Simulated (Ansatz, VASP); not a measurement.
# Hg: VASP beside Ansatz

Contents of INCAR:

```
SYSTEM = Hg
PREC = Accurate ; ENCUT = 520
EDIFF = 1E-6 ; ISMEAR = -1
SIGMA = 0.03 ; LREAL = .FALSE.
LASPH = .TRUE. ; NELM = 100
ALGO = Normal ; ISIF = 2
LWAVE = .FALSE. ; LCHARG = .TRUE.
GGA = CA ; LELF = .TRUE.
LVHAR = .TRUE. ; NBANDS = 12
```

File KPOINTS:

```
regular mesh
0
G
  12 12 12
  0 0 0
```

File POSCAR:

```
Hg
1.0
    1.7623286176      1.0384562332      2.2612881668
   -1.6976722930      1.0038562240      2.2266881577
    0.0023636754     -1.9752924571      2.2140236754
Hg
1
Direct
    0.0000000000      0.0000000000      0.0000000000
```

Input for Ansatz:

```yaml
crystal:
  lattice:
    - [1.7623286176, 1.0384562332, 2.2612881668]
    - [-1.697672293, 1.003856224, 2.2266881577]
    - [0.0023636754, -1.9752924571, 2.2140236754]
  atoms:
    - { symbol: Hg, position: [0.0, 0.0, 0.0] }
kpoints:
  mp_grid: { grid: [12, 12, 12] }
  band_path:
    path:
      - [0.0, 0.0, 0.0]
      - [-0.5, 0.0, 0.0]
      - [0.0, 0.0, -0.5]
      - [0.0, 0.0, 0.0]
      - [0.0, -0.5, 0.0]
      - [-0.5, -0.5, -0.5]
      - [0.0, 0.0, 0.0]
      - [0.0, -0.5, -0.5]
      - [-0.5, -0.5, 0.0]
    npoints: 5
scf:
  occupations: { method: fermi_dirac, width: 0.03 }
hamiltonian:
  xc: lda
  pseudopotentials: { kind: all_electron, lapw: { basis_error: 0.0005 } }
output:
  forces: true
  stress: true
  eigenvalues: true
```

Change from the starting cell: equal xy, yz and zx shear strains of +2 %.

Alike in both runs: task single point; functional LDA; k mesh 12 × 12 × 12; occupations fermi-dirac, width 0.03 eV; no spin polarisation.

|  | VASP | Ansatz |
| --- | --- | --- |
| version | VASP 6.6.1 | Ansatz 0.2.0 |
| potentials or method | VASP PAW LDA potentials, release 64 (Hg), cutoff 520 eV | all-electron LAPW, scalar-relativistic |

VASP gave:

* pressure (GPa): -1.0
* traceless stress, the component that is largest in VASP (GPa): -0.56

Q: What did Ansatz give for the same quantities?

A: Pressure (GPa): -1.6; traceless stress, the component that is largest in VASP (GPa): -0.87.

LDA's correlation is that of Perdew and Zunger in VASP and of Perdew and Wang (1992) in Ansatz. Ansatz ran all-electron here, and VASP with PAW potentials.

Spin-orbit coupling is off throughout.
